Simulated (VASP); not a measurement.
# GaAs (F-43m) in VASP: a series of runs

GaAs is run at these levels: r2SCAN50; tasks: single point.

Program: VASP 6.6.1. These are calculated values, not measurements. Logs are shortened: lines on timing, memory, paths and dates and some standing lists are left out, and cuts for length are marked.

### Step 1. The cell of the first run

It takes space group F-43m (No. 216, cubic). The conventional cell has a = 5.616 Å, b = 5.616 Å, c = 5.616 Å, α = 90.00°, β = 90.00°, γ = 90.00°. As (site symmetry -43m) has 4 Ga at 2.43 Å within 3.2 Å. Within 3.2 Å of Ga (site symmetry -43m) lie 4 As at 2.43 Å.

### Step 2. Single point, r2SCAN50

Input file POSCAR:

```
GaAs
1.0
    0.0000000000      2.8078772807      2.8078772807
    2.8078772807      0.0000000000      2.8078772807
    2.8078772807      2.8078772807      0.0000000000
As Ga
1 1
Direct
    0.7500000000      0.7500000000      0.7500000000
    0.0000000000      0.0000000000      0.0000000000
```

Input file INCAR.step1:

```
SYSTEM = GaAs
PREC = Accurate ; ENCUT = 520
EDIFF = 1E-5 ; ISMEAR = -1
SIGMA = 0.05 ; LREAL = .FALSE.
LASPH = .TRUE. ; NELM = 60
ALGO = Normal ; ISIF = 2
LWAVE = .TRUE. ; LCHARG = .FALSE.
NBANDS = 16 ; GGA = PE
```

Input file INCAR.step2:

```
SYSTEM = GaAs
PREC = Accurate ; ENCUT = 520
EDIFF = 1E-6 ; ISMEAR = -1
SIGMA = 0.05 ; LREAL = .FALSE.
LASPH = .TRUE. ; NELM = 60
ALGO = Normal ; ISIF = 2
LWAVE = .FALSE. ; LCHARG = .FALSE.
METAGGA = R2SCAN ; LHFCALC = .TRUE.
AEXX = 0.5 ; LMIXTAU = .TRUE.
PRECFOCK = Normal ; NBANDS = 16
ISTART = 1
```

Input file KPOINTS:

```
regular mesh
0
G
  4 4 4
  0 0 0
```

Potentials or basis: VASP PAW PBE potentials, release 64 (As, Ga_d).

Run with:

```console
> cat potpaw_PBE.64/As/POTCAR potpaw_PBE.64/Ga_d/POTCAR > POTCAR
> cp INCAR.step1 INCAR
> mpirun -np 1 vasp_std > vasp.out
> cp INCAR.step2 INCAR
> mpirun -np 1 vasp_std > vasp.out
```

OUTCAR:

```text
SYSTEM = GaAs
   PREC = Accurate
   ENCUT = 520
   EDIFF = 1E-6
   ISMEAR = -1
   LREAL = .FALSE.
   LASPH = .TRUE.
   NELM = 60
   ISIF = 2
   METAGGA = R2SCAN
   LHFCALC = .TRUE.
   AEXX = 0.5
   PRECFOCK = Normal
   ISTART = 1

 ion  position               nearest neighbor table
   1  0.750  0.750  0.750-   2 2.43   2 2.43   2 2.43   2 2.43
   2  0.000  0.000  0.000-   1 2.43   1 2.43   1 2.43   1 2.43

  LATTYP: Found a face centered cubic cell.
 ALAT       =     5.6157545614

  Lattice vectors:

 A1 = (   0.0000000000,   2.8078772807,   2.8078772807)
 A2 = (   2.8078772807,   0.0000000000,   2.8078772807)
 A3 = (   2.8078772807,   2.8078772807,   0.0000000000)

Analysis of symmetry for initial positions (statically):
=====================================================================
 Subroutine PRICEL returns:
 Original cell was already a primitive cell.

 Routine SETGRP: Setting up the symmetry group for a
 face centered cubic supercell.

 Subroutine GETGRP returns: Found 24 space group operations
 (whereof 24 operations were pure point group operations)
 out of a pool of 48 trial point group operations.

The static configuration has the point symmetry T_d .

Analysis of symmetry for dynamics (positions and initial velocities):
=====================================================================
 Subroutine PRICEL returns:
 Original cell was already a primitive cell.

 Routine SETGRP: Setting up the symmetry group for a
 face centered cubic supercell.

 Subroutine GETGRP returns: Found 24 space group operations
 (whereof 24 operations were pure point group operations)
 out of a pool of 48 trial point group operations.

The dynamic configuration has the point symmetry T_d .

 Subroutine INISYM returns: Found 24 space group operations
 (whereof 24 operations are pure point group operations),
 and found     1 'primitive' translations

----------------------------------------------------------------------------------------

                                     Primitive cell

  volume of cell :      44.2756

  direct lattice vectors                    reciprocal lattice vectors
     0.000000000  2.807877281  2.807877281    -0.178070460  0.178070460  0.178070460
     2.807877281  0.000000000  2.807877281     0.178070460 -0.178070460  0.178070460
     2.807877281  2.807877281  0.000000000     0.178070460  0.178070460 -0.178070460

  length of vectors
     3.970938132  3.970938132  3.970938132     0.308427085  0.308427085  0.308427085

  position of ions in fractional coordinates (direct lattice)
     0.750000000  0.750000000  0.750000000
     0.000000000  0.000000000  0.000000000

  ion indices of the primitive-cell ions
   primitive index   ion index
                 1           1
                 2           2

----------------------------------------------------------------------------------------

 KPOINTS: regular mesh

Automatic generation of k-mesh.
 Grid dimensions read from file:
 generate k-points for:    4    4    4

 Generating k-lattice:

  Cartesian coordinates                     Fractional coordinates (reciprocal lattice)
    -0.044517615  0.044517615  0.044517615     0.250000000  0.000000000  0.000000000
     0.044517615 -0.044517615  0.044517615     0.000000000  0.250000000  0.000000000
     0.044517615  0.044517615 -0.044517615     0.000000000  0.000000000  0.250000000

  Length of vectors
     0.077106771  0.077106771  0.077106771

  Shift w.r.t. Gamma in fractional coordinates (k-lattice)
     0.000000000  0.000000000  0.000000000

 Subroutine IBZKPT returns following result:
 ===========================================

 Found      8 irreducible k-points:

 Following reciprocal coordinates:
            Coordinates               Weight
  0.000000  0.000000  0.000000      1.000000
  0.250000  0.000000  0.000000      8.000000
  0.500000  0.000000  0.000000      4.000000
  0.250000  0.250000  0.000000      6.000000
  0.500000  0.250000  0.000000     24.000000
 -0.250000  0.250000  0.000000     12.000000
  0.500000  0.500000  0.000000      3.000000
 -0.250000  0.500000  0.250000      6.000000
   k-points           NKPTS =      8   k-points in BZ     NKDIM =     64   number of bands    NBANDS=     16
   number of dos      NEDOS =    301   number of ions     NIONS =      2
   total plane-waves  NPLWV =  27000
   dimension x,y,z NGX =    30 NGY =   30 NGZ =   30
   dimension x,y,z NGXF=    60 NGYF=   60 NGZF=   60
   ions per type =               1   1
   NGX,Y,Z   is equivalent  to a cutoff of  12.56, 12.56, 12.56 a.u.
   NGXF,Y,Z  is equivalent  to a cutoff of  25.12, 25.12, 25.12 a.u.
 SYSTEM =  GaAs
   PREC   = accura    normal or accurate (medium, high low for compatibility)
   ISTART =      1    job   : 0-new  1-cont  2-samecut
   ICHARG =      0    charge: 1-file 2-atom 10-const
   ISPIN  =      1    spin polarized calculation?
   LNONCOLLINEAR =      F non collinear calculations
   LSORBIT =      F    spin-orbit coupling
   LASPH  =      T    aspherical Exc in radial PAW
   ENCUT  =  520.0 eV  38.22 Ry    6.18 a.u.   7.38  7.38  7.38*2*pi/ulx,y,z
   NELM   =     60;   NELMIN=  2; NELMDL=  0     # of ELM steps
   EDIFF  = 0.1E-05   stopping-criterion for ELM
   LREAL  =      F    real-space projection
   EDIFFG = 0.1E-04   stopping-criterion for IOM
   NSW    =      0    number of steps for IOM
   IBRION =     -1    ionic relax: 0-MD 1-quasi-New 2-CG
   NFREE  =      0    steps in history (QN), initial steepest desc. (CG)
   ISIF   =      2    stress and relaxation
   ISYM   =      3    0-nonsym 1-usesym 2-fastsym
   POTIM  = 0.5000    time-step for ionic-motion
   TEBEG  =    0.0;   TEEND  =   0.0 temperature during run
   PSTRESS=    0.0 pullay stress
   NELECT =      18.0000    total number of electrons
   NUPDOWN=      -1.0000    fix difference up-down
   EMIN   =  10.00;   EMAX   =-10.00  energy-range for DOS
   EFERMI =   0.00;   METHOD = LEGACY
   ISMEAR =    -1;   SIGMA  =   0.05  broadening in eV -4-tet -1-fermi 0-gaus
   EFERMI_NEDOS =   21; number of points for ismear=-14 and -15
   IALGO  =     38    algorithm
   IMIX   =      1    mixing-type and parameters
     AMIX     =   0.40;   BMIX     =  1.00
     AMIX_MAG =   1.60;   BMIX_MAG =  1.00
  volume/ion in A,a.u.               =      22.14       149.39
  Fermi-wavevector in a.u.,A,eV,Ry     =   1.212767  2.291798 20.011517  1.470805
  Thomas-Fermi vector in A             =   2.348241
   LORBIT       =      0    0 simple, 1 ext, 2 COOP (PROOUT), +10 PAW based schemes
   METAGGA = R2SCAN    functional components
   LHFCALC =     T    Hartree Fock is set to
   PRECFOCK=normal    Normal, Fast or Accurate (Low or Medium for compatibility)
   ENCUT4O =  -1.0   cutoff for four orbital integrals eV
   NKREDX  =     1    reduce k-point grid by
   NKREDY  =     1    reduce k-point grid by
   NKREDZ  =     1    reduce k-point grid by
   AEXX    =    0.5000 exact exchange contribution
   HFSCREEN=    0.0000 screening length (either q_TF or 0.3 A-1)
   HFSCREENC=   0.0000 screening length for correlation (either q_TF or 0.3 A-1)
   ENCUTFOCK=  -1.0 apply spherical cutoff to Coloumb kernel
   IVDW    =     0    specifies the selected vdW correction
   LEPSILON=     F    determine dielectric tensor
   LRPA    =     F    only Hartree local field effects (RPA)
 non-spin polarized calculation
  energy-cutoff  :      520.00
  volume of cell :       44.28
 maximum number of plane-waves:      1243
 NGX is ok and might be reduce to    30
  NGX = 24; NGY = 24; NGZ = 24

 number of electron      18.0000010 magnetization

 Free energy of the ion-electron system (eV)
  ---------------------------------------------------
  ext. energy  EPLUGINS =         0.00000000
  ---------------------------------------------------
  free energy    TOTEN  =       -23.28650155 eV

  energy without entropy =      -23.28650155  energy(sigma->0) =      -23.28650155

 E-fermi :   3.5551     XC(G=0):  -5.7963

 val. band max:        2.4290922627   @ k =   0.0000   0.0000   0.0000
 cond. band min:       6.5623222112   @ k =   0.0000   0.0000   0.0000
 fundamental gap:      4.1332299486
 Fermi energy:         3.5551133457

 k-point     1 :       0.0000    0.0000    0.0000
  band No.  band energies     occupation
      1     -17.8848      2.00000
      2     -17.8848      2.00000
      3     -17.8848      2.00000
      4     -17.7927      2.00000
      5     -17.7927      2.00000
      6     -13.1456      2.00000
[... 8 lines left out ...]
     15      16.2794      0.00000
     16      16.2794      0.00000

 k-point     2 :       0.2500    0.0000    0.0000
  band No.  band energies     occupation
      1     -17.9053      2.00000
      2     -17.8745      2.00000
      3     -17.8745      2.00000
      4     -17.7930      2.00000
      5     -17.7930      2.00000
      6     -12.3078      2.00000
[... 8 lines left out ...]
     15      15.0531      0.00000
     16      15.0531      0.00000

 k-point     3 :       0.5000    0.0000    0.0000
  band No.  band energies     occupation
      1     -17.9255      2.00000
      2     -17.8661      2.00000
      3     -17.8660      2.00000
      4     -17.7913      2.00000
      5     -17.7913      2.00000
      6     -10.9745      2.00000
[... 8 lines left out ...]
     15      18.5147      0.00000
     16      18.5147      0.00000

 k-point     4 :       0.2500    0.2500    0.0000
  band No.  band energies     occupation
      1     -17.9221      2.00000
      2     -17.8634      2.00000
      3     -17.8634      2.00000
      4     -17.8022      2.00000
      5     -17.7877      2.00000
      6     -12.0160      2.00000
[... 8 lines left out ...]
     15      17.4295      0.00000
     16      18.0424      0.00000

 k-point     5 :       0.5000    0.2500    0.0000
  band No.  band energies     occupation
      1     -17.9373      2.00000
      2     -17.8564      2.00000
      3     -17.8530      2.00000
      4     -17.8028      2.00000
      5     -17.7878      2.00000
      6     -10.6104      2.00000
[... 8 lines left out ...]
     15      18.6189      0.00000
     16      19.2291      0.00000

 k-point     6 :      -0.2500    0.2500    0.0000
  band No.  band energies     occupation
      1     -17.9254      2.00000
      2     -17.8625      2.00000
      3     -17.8624      2.00000
      4     -17.7949      2.00000
      5     -17.7935      2.00000
      6     -11.1327      2.00000
[... 8 lines left out ...]
     15      16.9700      0.00000
     16      19.3464      0.00000

 k-point     7 :       0.5000    0.5000    0.0000
  band No.  band energies     occupation
      1     -17.9549      2.00000
      2     -17.8413      2.00000
      3     -17.8413      2.00000
      4     -17.8140      2.00000
      5     -17.7826      2.00000
      6     -10.0347      2.00000
[... 8 lines left out ...]
     15      19.9013      0.00000
     16      19.9367      0.00000

 k-point     8 :      -0.2500    0.5000    0.2500
  band No.  band energies     occupation
      1     -17.9418      2.00000
      2     -17.8570      2.00000
      3     -17.8433      2.00000
      4     -17.8037      2.00000
      5     -17.7897      2.00000
      6      -9.9675      2.00000
[... 8 lines left out ...]
     15      19.0532      0.00000
     16      20.0482      0.00000

------------------------ aborting loop because EDIFF is reached ----------------------------------------

  FORCE on cell =-STRESS in cart. coord.  units (eV):
  Direction    XX          YY          ZZ          XY          YZ          ZX
  --------------------------------------------------------------------------------------
  -------------------------------------------------------------------------------------
  Total       -0.1029279     -0.1029279     -0.1029279     -0.0000000      0.0000000     -0.0000000
  in kB       -3.7245981     -3.7245981     -3.7245981     -0.0000000      0.0000000     -0.0000000
  external PRESSURE =      -3.7245981 kB  Pullay stress =       0.0000000 kB

 VOLUME and BASIS-vectors are now :
 -----------------------------------------------------------------------------
  energy-cutoff  :      520.00
  volume of cell :       44.28
      direct lattice vectors                 reciprocal lattice vectors
     0.000000000  2.807877281  2.807877281    -0.178070460  0.178070460  0.178070460
     2.807877281  0.000000000  2.807877281     0.178070460 -0.178070460  0.178070460
     2.807877281  2.807877281  0.000000000     0.178070460  0.178070460 -0.178070460

 POSITION                                       TOTAL-FORCE (eV/Angst)
 -----------------------------------------------------------------------------------
      4.21182      4.21182      4.21182         0.000000      0.000000      0.000000
      0.00000      0.00000      0.00000        -0.000000     -0.000000     -0.000000
 -----------------------------------------------------------------------------------
    total drift:                                0.000031      0.000055      0.000037

  FREE ENERGIE OF THE ION-ELECTRON SYSTEM (eV)
  ---------------------------------------------------
  free  energy   TOTEN  =       -23.2865015462 eV

  energy  without entropy=      -23.2865015462  energy(sigma->0) =      -23.28650155
```

Run time: 4.8 min. Hardware: 1 thread of Intel Xeon Platinum 8488C (Sapphire Rapids), shared host; peak memory 0.18 GiB.

What came out:

| Quantity | Value |
| --- | --- |
| Free energy | -23.2865 eV |
| Pressure | -0.4 GPa |
| Band gap on the k mesh | 4.13 eV |

Levels at points of the mesh, in eV from the valence-band top:
| k point | band 6 | band 7 | band 8 | band 9 | band 10 | band 11 | band 12 | band 13 |
| --- | --- | --- | --- | --- | --- | --- | --- | --- |
| (0.00, 0.00, 0.00) | -15.57 | 0.00 | 0.00 | 0.00 | 4.13 | 6.98 | 6.98 | 6.98 |
| (0.50, 0.00, 0.00) | -13.40 | -8.01 | -1.37 | -1.37 | 4.22 | 7.92 | 7.92 | 11.22 |
| (0.50, 0.50, 0.00) | -12.46 | -8.15 | -3.26 | -3.26 | 4.22 | 4.60 | 14.78 | 14.78 |

Caveat: the k points lie up to 0.48 Å⁻¹ apart; the PAW data sets were made with another functional, which shifts forces and pressure a little. A k mesh can miss the band edges.

(Continued in part 2 of 2.)
